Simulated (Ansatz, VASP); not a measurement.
Two plane-wave programs on ZnS

```
CELL_PARAMETERS angstrom
0.00000 2.72182 2.72182
2.72182 0.00000 2.72182
2.72182 2.72182 0.00000
ATOMIC_POSITIONS crystal
Zn 0.00000 0.00000 0.00000
S 0.25000 0.25000 0.25000
```

Alike in both runs: functional PBE; k mesh 10 × 10 × 10; occupations gaussian, width 0.02 eV; no spin polarisation.

Ansatz relaxed the structure, and its values are those at the end. VASP's run is a single point on that final structure, the one shown.

|  | VASP | Ansatz |
| --- | --- | --- |
| version | VASP 6.6.1 | Ansatz 0.2.0 |
| potentials or method | VASP PAW PBE potentials, release 64 (Zn, S), cutoff 500 eV | scalar-relativistic, plane waves, PAW |
| valence electrons in the cell | 18 | 18 |

```csv
,VASP,Ansatz,Ansatz less VASP
gap on the k mesh at the Fermi level (eV),2.02,2.01,-0.007
least direct gap on the mesh (eV),2.02,2.01,-0.007
pressure (GPa),0.1,0.0,-0.14
```

The functional is the same, so the differences come from potentials, cutoffs and numerics.
